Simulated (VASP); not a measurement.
A run of VASP 6.6.1:

Contents of INCAR:

```
  PREC = Accurate
  ENCUT = 520
  EDIFF = 1E-7
  ISMEAR = 0
  SIGMA = 0.1
  LREAL = F
  LASPH = T
  NELM = 100
  ALGO = Normal
  ISIF = 2
  LWAVE = F
  LCHARG = T
  GGA = PE
  LELF = T
  LVHAR = T
  NBANDS = 22
```

The input KPOINTS:

```
Automatic mesh
0
Gamma
  6 6 4
```

File POSCAR:

```
Si5F
1.0
    5.0773131200      0.0000000000      0.0000000000
   -2.5386565600      4.3970821400      0.0000000000
    0.0000000000      0.0000000000      4.8518775800
Si F
5 1
Direct
    0.3333333300      0.6666666700      0.7377878200
    0.3333333300      0.6666666700      0.2622121800
    0.6666666700      0.3333333300      0.2622121800
    0.6666666700      0.3333333300      0.7377878200
    0.0000000000      0.0000000000      0.0000000000
    0.0000000000      0.0000000000      0.5000000000
```

Potentials or basis: VASP PAW PBE potentials, release 64 (Si, F).

Command:

```sh
$ cat potpaw_PBE.64/Si/POTCAR potpaw_PBE.64/F/POTCAR > POTCAR
$ mpirun -np 1 vasp_std > vasp.out
```

Hardware: 1 thread of Intel Xeon 8259CL, on a shared host.

Problem. How long does it take, and how much memory?

Solution. Run time: 68 s on 1 thread of Intel Xeon 8259CL, on a shared host, peak memory 0.23 GiB. Counts: scf iterations 15, k points 21.
